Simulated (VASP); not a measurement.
Al, 2 atoms in the cell. The structure is monoclinic, space group P2_1/m (No. 11). Conventional cell: a = 2.712 Å, b = 4.637 Å, c = 2.855 Å, α = 90.00°, β = 115.09°, γ = 90.00°. Al (site symmetry m) has 12 Al at 2.71 to 2.99 Å within 3.6 Å.  This cell differs from its parent crystal: strain +0.1125 x Voigt [0, 0, 0, 0, 0, 1].

* Program: VASP 6.6.1
* Task: single point
* Functional: PBEsol
* Potentials or basis: VASP PAW PBE potentials, release 64 (Al)
* Cutoff: 520 eV
* k mesh: 24 × 24 × 14
* Occupations: gaussian, width 0.15 eV
* Spin: no spin polarisation
* Dipole correction: no
* Further INCAR settings: ALGO = Fast; EDIFF = 1e-06; NBANDS = 10

Potentials or basis: VASP PAW PBE potentials, release 64 (Al).

Run with:

```sh
$ cat potpaw_PBE.64/Al/POTCAR > POTCAR
$ mpirun -np 1 vasp_std > vasp.out
```

Hardware: 1 thread of Intel(R) Xeon(R) 6975P-C (Granite Rapids), on a shared host.

Estimate the wall time of this run.

Run time: 3.9 min on 1 thread of Intel(R) Xeon(R) 6975P-C (Granite Rapids), on a shared host, peak memory 0.66 GiB. Counts: scf iterations 13, k points 2320.
